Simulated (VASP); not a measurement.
# SnO2 (I4_1/amd) in VASP: a series of runs, part 2 of 3

VASP 6.6.1. The steps go on from the part before.

## 3. Relaxation of cell and atoms, PBEsol

This run uses another cell than the first one, of 13.66 Å³/atom, 0.995 times its volume.

Contents of INCAR:

```
PREC = Accurate
ENCUT = 600
EDIFF = 1E-6
ISMEAR = 0
SIGMA = 0.02
LREAL = F
LASPH = T
NELM = 100
ALGO = Normal
ISIF = 3
LWAVE = F
LCHARG = F
GGA = PS
IBRION = 2
NSW = 100
EDIFFG = -0.005
```

Contents of KPOINTS:

```
Automatic mesh
0
Gamma
  10 10 10
```

Contents of POSCAR:

```
SnO2
1.0
   -2.0000686112      2.0000686112      5.1236788559
    2.0000686112     -2.0000686112      5.1236788559
    2.0000686112      2.0000686112     -5.1236788559
Sn O
2 4
Direct
    0.7500000000      0.2500000000      0.5000000000
    0.0000000000      0.0000000000      0.0000000000
    0.7965225900      0.7965225900      0.0000000000
    0.9534774100      0.4534774100      0.5000000000
    0.2034774100      0.2034774100      0.0000000000
    0.5465225900      0.0465225900      0.5000000000
```

Potentials or basis: VASP PAW PBE potentials, release 64 (Sn_d, O).

The run is started by

```
$ cat potpaw_PBE.64/Sn_d/POTCAR potpaw_PBE.64/O/POTCAR > POTCAR
$ mpirun -np 1 vasp_std > vasp.out
```

OUTCAR:

```text
PREC = Accurate
   ENCUT = 600
   EDIFF = 1E-6
   ISMEAR = 0
   LREAL = F
   LASPH = T
   NELM = 100
   ISIF = 3
   GGA = PS
   IBRION = 2
   NSW = 100
   EDIFFG = -0.005

 ion  position               nearest neighbor table
   1  0.750  0.250  0.500-   3 2.06   5 2.06   3 2.06   5 2.06   4 2.09   6 2.09   2 3.25   2 3.25
                             2 3.25   2 3.25
   2  0.000  0.000  0.000-   6 2.06   4 2.06   6 2.06   4 2.06   3 2.09   5 2.09   1 3.25   1 3.25
                             1 3.25   1 3.25
   3  0.797  0.797  0.000-   1 2.06   1 2.06   2 2.09
   4  0.953  0.453  0.500-   2 2.06   2 2.06   1 2.09
   5  0.203  0.203  0.000-   1 2.06   1 2.06   2 2.09
   6  0.547  0.047  0.500-   2 2.06   2 2.06   1 2.09

  LATTYP: Found a body centered tetragonal cell.
 ALAT       =     4.0001372224
 C/A-ratio  =     2.5617515455

  Lattice vectors:

 A1 = (  -2.0000686112,   2.0000686112,   5.1236788559)
 A2 = (   2.0000686112,  -2.0000686112,   5.1236788559)
 A3 = (   2.0000686112,   2.0000686112,  -5.1236788559)

Analysis of symmetry for initial positions (statically):
=====================================================================
 Subroutine PRICEL returns:
 Original cell was already a primitive cell.

 Routine SETGRP: Setting up the symmetry group for a
 body centered tetragonal supercell.

 Subroutine GETGRP returns: Found 16 space group operations
 (whereof  8 operations were pure point group operations)
 out of a pool of 16 trial point group operations.

The static configuration has the point symmetry D_2d.
 The point group associated with its full space group is D_4h.

Analysis of symmetry for dynamics (positions and initial velocities):
=====================================================================
 Subroutine PRICEL returns:
 Original cell was already a primitive cell.

 Routine SETGRP: Setting up the symmetry group for a
 body centered tetragonal supercell.

 Subroutine GETGRP returns: Found 16 space group operations
 (whereof  8 operations were pure point group operations)
 out of a pool of 16 trial point group operations.

The dynamic configuration has the point symmetry D_2d.
 The point group associated with its full space group is D_4h.

 Subroutine INISYM returns: Found 16 space group operations
 (whereof  8 operations are pure point group operations),
 and found     1 'primitive' translations

----------------------------------------------------------------------------------------

                                     Primitive cell

  volume of cell :      81.9845

  direct lattice vectors                    reciprocal lattice vectors
    -2.000068611  2.000068611  5.123678856     0.000000000  0.249991424  0.097586132
     2.000068611 -2.000068611  5.123678856     0.249991424  0.000000000  0.097586132
     2.000068611  2.000068611 -5.123678856     0.249991424  0.249991424  0.000000000

  length of vectors
     5.852574982  5.852574982  5.852574982     0.268363122  0.268363122  0.353541262

  position of ions in fractional coordinates (direct lattice)
     0.750000000  0.250000000  0.500000000
     0.000000000  0.000000000  0.000000000
     0.796522590  0.796522590  0.000000000
     0.953477410  0.453477410  0.500000000
     0.203477410  0.203477410  0.000000000
     0.546522590  0.046522590  0.500000000

  ion indices of the primitive-cell ions
[... 69 lines left out ...]
 SYSTEM =  unknown system
   PREC   = accura    normal or accurate (medium, high low for compatibility)
   ISTART =      0    job   : 0-new  1-cont  2-samecut
   ICHARG =      2    charge: 1-file 2-atom 10-const
   ISPIN  =      1    spin polarized calculation?
   LNONCOLLINEAR =      F non collinear calculations
   LSORBIT =      F    spin-orbit coupling
   LASPH  =      T    aspherical Exc in radial PAW
   ENCUT  =  600.0 eV  44.10 Ry    6.64 a.u.  11.69 11.69 11.69*2*pi/ulx,y,z
   NELM   =    100;   NELMIN=  2; NELMDL= -5     # of ELM steps
   EDIFF  = 0.1E-05   stopping-criterion for ELM
   LREAL  =      F    real-space projection
   EDIFFG = -.5E-02   stopping-criterion for IOM
   NSW    =    100    number of steps for IOM
   IBRION =      2    ionic relax: 0-MD 1-quasi-New 2-CG
   NFREE  =      1    steps in history (QN), initial steepest desc. (CG)
   ISIF   =      3    stress and relaxation
   ISYM   =      2    0-nonsym 1-usesym 2-fastsym
   POTIM  = 0.5000    time-step for ionic-motion
   TEBEG  =    0.0;   TEEND  =   0.0 temperature during run
   PSTRESS=    0.0 pullay stress
   NELECT =      52.0000    total number of electrons
   NUPDOWN=      -1.0000    fix difference up-down
   EMIN   =  10.00;   EMAX   =-10.00  energy-range for DOS
   EFERMI =   0.00;   METHOD = LEGACY
   ISMEAR =     0;   SIGMA  =   0.02  broadening in eV -4-tet -1-fermi 0-gaus
   EFERMI_NEDOS =   21; number of points for ismear=-14 and -15
   IALGO  =     38    algorithm
   IMIX   =      4    mixing-type and parameters
     AMIX     =   0.40;   BMIX     =  1.00
     AMIX_MAG =   1.60;   BMIX_MAG =  1.00
  volume/ion in A,a.u.               =      13.66        92.21
  Fermi-wavevector in a.u.,A,eV,Ry     =   1.406583  2.658057 26.918799  1.978476
  Thomas-Fermi vector in A             =   2.528929
   LORBIT       =      0    0 simple, 1 ext, 2 COOP (PROOUT), +10 PAW based schemes
   GGA     = PS    functional components
   LHFCALC =     F    Hartree Fock is set to
   AEXX    =    0.0000 exact exchange contribution
   IVDW    =     0    specifies the selected vdW correction
   LEPSILON=     F    determine dielectric tensor
   LRPA    =     F    only Hartree local field effects (RPA)
 conjugate gradient relaxation of ions
 non-spin polarized calculation
 Gauss-broadening in eV      SIGMA  =   0.02
  energy-cutoff  :      600.00
  volume of cell :       81.98
 maximum number of plane-waves:      2770
   NGX = 23   NGY = 23   NGZ = 23

--------------------------------------- Ionic step        1  -------------------------------------------

 number of electron      52.0000007 magnetization

 Free energy of the ion-electron system (eV)
  ---------------------------------------------------
  ext. energy  EPLUGINS =         0.00000000
  ---------------------------------------------------
  free energy    TOTEN  =       -39.22761404 eV

  energy without entropy =      -39.22761404  energy(sigma->0) =      -39.22761404

------------------------ aborting loop because EDIFF is reached ----------------------------------------

  FORCE on cell =-STRESS in cart. coord.  units (eV):
  Direction    XX          YY          ZZ          XY          YZ          ZX
  --------------------------------------------------------------------------------------
  -------------------------------------------------------------------------------------
  Total        0.7247682      0.7247682      0.2660641      0.0000000      0.0000000      0.0000000
  in kB       14.1637423     14.1637423      5.1995433      0.0000000      0.0000000      0.0000000
  external PRESSURE =      11.1756760 kB  Pullay stress =       0.0000000 kB
[... 101 lines left out ...]
  FREE ENERGIE OF THE ION-ELECTRON SYSTEM (eV)
  ---------------------------------------------------
  free  energy   TOTEN  =       -39.2304064602 eV

  energy  without entropy=      -39.2304064602  energy(sigma->0) =      -39.23040646

[... ionic steps 4 to 7 ...]

--------------------------------------- Ionic step        8  -------------------------------------------

 number of electron      52.0000003 magnetization

------------------------ aborting loop because EDIFF is reached ----------------------------------------
[... 75 lines left out ...]
--------------------------------------- Ionic step       10  -------------------------------------------

 number of electron      52.0000004 magnetization

 Free energy of the ion-electron system (eV)
  ---------------------------------------------------
  ext. energy  EPLUGINS =         0.00000000
  ---------------------------------------------------
  free energy    TOTEN  =       -39.23085124 eV

  energy without entropy =      -39.23085124  energy(sigma->0) =      -39.23085124

 E-fermi :   4.0105     XC(G=0): -10.5068

 val. band max:        3.8300766379   @ k =  -0.4000   0.4000   0.0000
 cond. band min:       5.3352193532   @ k =   0.0000   0.0000   0.0000
 fundamental gap:      1.5051427154
 Fermi energy:         4.0104582495

 k-point     1 :       0.0000    0.0000    0.0000
  band No.  band energies     occupation
      1     -16.4779      2.00000
      2     -16.4521      2.00000
      3     -16.3162      2.00000
      4     -15.7756      2.00000
      5     -15.6687      2.00000
      6     -15.6687      2.00000
[... 805 lines left out ...]
     30      12.2270      0.00000
     31      12.7751      0.00000

 [... further k-points ...]
[... 5 lines left out ...]
  --------------------------------------------------------------------------------------
  -------------------------------------------------------------------------------------
  Total       -0.0134873     -0.0134873      0.0264368      0.0000000      0.0000000      0.0000000
  in kB       -0.2614153     -0.2614153      0.5124075      0.0000000      0.0000000      0.0000000
  external PRESSURE =      -0.0034744 kB  Pullay stress =       0.0000000 kB
[... 21 lines left out ...]
  FREE ENERGIE OF THE ION-ELECTRON SYSTEM (eV)
  ---------------------------------------------------
  free  energy   TOTEN  =       -39.2308512365 eV

  energy  without entropy=      -39.2308512365  energy(sigma->0) =      -39.23085124

 reached required accuracy - stopping structural energy minimisation
```

CONTCAR:

```text
SnO2
   1.00000000000000
    -2.0073226949482761    2.0073226949482761    5.1287329334238452
     2.0073226949482761   -2.0073226949482761    5.1287329334238452
     2.0073226949482761    2.0073226949482761   -5.1287329334238452
  Sn              O
     2     4
Direct
     0.7500000000000000    0.2500000000000000    0.5000000000000000
     0.0000000000000000    0.0000000000000000    0.0000000000000000
     0.7970306232692514    0.7970306232692514    0.0000000000000000
     0.9529693767307486    0.4529693767307486    0.5000000000000000
     0.2029693767307486    0.2029693767307486    0.0000000000000000
     0.5470306232692514    0.0470306232692514    0.5000000000000000

  0.00000000E+00  0.00000000E+00  0.00000000E+00
  0.00000000E+00  0.00000000E+00  0.00000000E+00
  0.00000000E+00  0.00000000E+00  0.00000000E+00
  0.00000000E+00  0.00000000E+00  0.00000000E+00
  0.00000000E+00  0.00000000E+00  0.00000000E+00
  0.00000000E+00  0.00000000E+00  0.00000000E+00
```

Wall time 21 min (1 thread of Intel Xeon Platinum 8488C (Sapphire Rapids), shared host); peak memory 0.49 GiB.

What came out:

- Free energy: -39.2309 eV
- Relaxed volume: 13.78 Å³/atom
- Relaxed cell: a = 5.862 Å, b = 5.862 Å, c = 5.862 Å, α = 139.95°, β = 139.95°, γ = 57.93°
- Space group after relaxing (to 0.05 Å): I4_1/amd (No. 141)
- Energy gained by relaxing: 0.5 meV/atom
- Ionic steps: 10
- Pressure after relaxing: 0.0 GPa
- Band gap on the k mesh: 1.51 eV, indirect (least direct gap 1.87 eV)

The path:
```tsv
step	energy change (eV)	largest force (eV/Å)	pressure (GPa)	volume (Å³)
1	0.0000	0.0574	1.12	81.98
2	-0.0014	0.0584	-1.07	83.12
3	-0.0028	0.0575	-0.19	82.65
4	-0.0031	0.0161	0.09	82.61
5	-0.0032	0.0088	0.01	82.62
6	-0.0032	0.0066	0.01	82.62
7	-0.0032	0.0058	0.02	82.62
8	-0.0032	0.0043	-0.02	82.64
9	-0.0032	0.0010	-0.06	82.67
10	-0.0032	0.0002	0.00	82.66
```

Final structure:
```
Sn O
1.0
    -2.00732    2.00732    5.12873
     2.00732   -2.00732    5.12873
     2.00732    2.00732   -5.12873
Sn O
2 4
Direct
  0.75000 0.25000 0.50000
  0.00000 0.00000 0.00000
  0.79703 0.79703 0.00000
  0.95297 0.45297 0.50000
  0.20297 0.20297 0.00000
  0.54703 0.04703 0.50000
```

Caveat: the PAW data sets were made with another functional, which shifts forces and pressure a little; spin-orbit coupling is left out, which moves the levels of the heavy elements. A k mesh can miss the band edges.

[end of part 2 of 3]
